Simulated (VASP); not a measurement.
**Pd: single point with RPBE**

Crystal: Pd.

```
Pd
1.0
     0.00000    1.98913    1.98913
     1.98913    0.00000    1.98913
     1.98913    1.98913    0.00000
Pd
1
Cartesian
  0.0000 0.0000 0.0000
```

| Quantity | Value |
| --- | --- |
| Program | VASP 6.6.1 |
| Task | single point |
| Functional | RPBE |
| Potentials or basis | VASP PAW PBE potentials, release 64 (Pd) |
| Cutoff | 520 eV |
| k mesh | 12 × 12 × 12 |
| Occupations | fermi-dirac, width 0.05 eV |
| Spin | no spin polarisation |

The pressure is -0.1 GPa and the band gap on the k mesh is zero (band 5 reaches 9.07 eV, above the bottom of band 6 at 7.66 eV).

Levels at points of the mesh, in eV from the Fermi level:
| k point | band 1 | band 2 | band 3 | band 4 | band 5 | band 6 | band 7 | band 8 | band 9 | band 10 |
| --- | --- | --- | --- | --- | --- | --- | --- | --- | --- | --- |
| (0.00, 0.00, 0.00) | -6.57 | -2.53 | -2.53 | -2.53 | -1.09 | -1.09 | 17.17 | 21.61 | 21.61 | 21.61 |
| (0.50, 0.00, 0.00) | -4.76 | -2.57 | -2.57 | -0.01 | -0.01 | 1.22 | 6.89 | 16.52 | 20.55 | 20.55 |
| (0.50, 0.50, 0.00) | -4.82 | -4.57 | -0.04 | 0.27 | 0.27 | 3.43 | 10.18 | 12.94 | 12.94 | 20.70 |

It took 5 s on 1 thread of Intel(R) Xeon(R) 6975P-C (Granite Rapids) (shared host), peak memory 0.14 GiB.

Caveat: the PAW data sets were made with another functional, which shifts forces and pressure a little.
